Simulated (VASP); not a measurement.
## TaTe: single point with PBEsol-based global hybrid

TaTe:

```
Ta Te
1.0
     3.36366    0.00000    0.00000
     0.00000    3.36366    0.00000
     0.00000    0.00000    3.36366
Ta Te
1 1
Direct
  0.50000 0.50000 0.50000
  0.00000 0.00000 0.00000
```

```yaml
Program: VASP 6.6.1
Task: single point
Functional: PBEsol-based global hybrid
Potentials_or_basis: VASP PAW PBE potentials, release 64 (Ta_pv, Te)
Cutoff: 520 eV
k_mesh: 4 × 4 × 4
Occupations: fermi-dirac, width 0.05 eV
Spin: no spin polarisation
```

```yaml
Pressure: -0.9 GPa
```

Levels at points of the mesh, in eV from the Fermi level:
```tsv
k point	band 5	band 6	band 7	band 8	band 9	band 10	band 11	band 12
(0.00, 0.00, 0.00)	-4.62	-4.62	-2.67	-2.67	-2.67	1.71	1.71	1.71
(0.50, 0.00, 0.00)	-11.11	-4.50	-4.50	-3.69	2.00	3.08	4.61	5.59
(0.50, 0.50, 0.00)	-7.88	-7.88	-5.15	-1.06	-1.06	-0.30	1.93	3.57
(0.50, 0.50, 0.50)	-8.88	-8.88	-8.88	1.42	1.42	1.42	3.69	3.69
```

It took 9.7 min on 1 thread of Intel(R) Xeon(R) Platinum 8259CL CPU @ 2.50GHz (Skylake/Cascade Lake), with other jobs on the host, peak memory 0.18 GiB.

Caveat: the k points lie up to 0.47 Å⁻¹ apart; the PAW data sets were made with another functional, which shifts forces and pressure a little; spin-orbit coupling is left out, which moves the levels of the heavy elements.
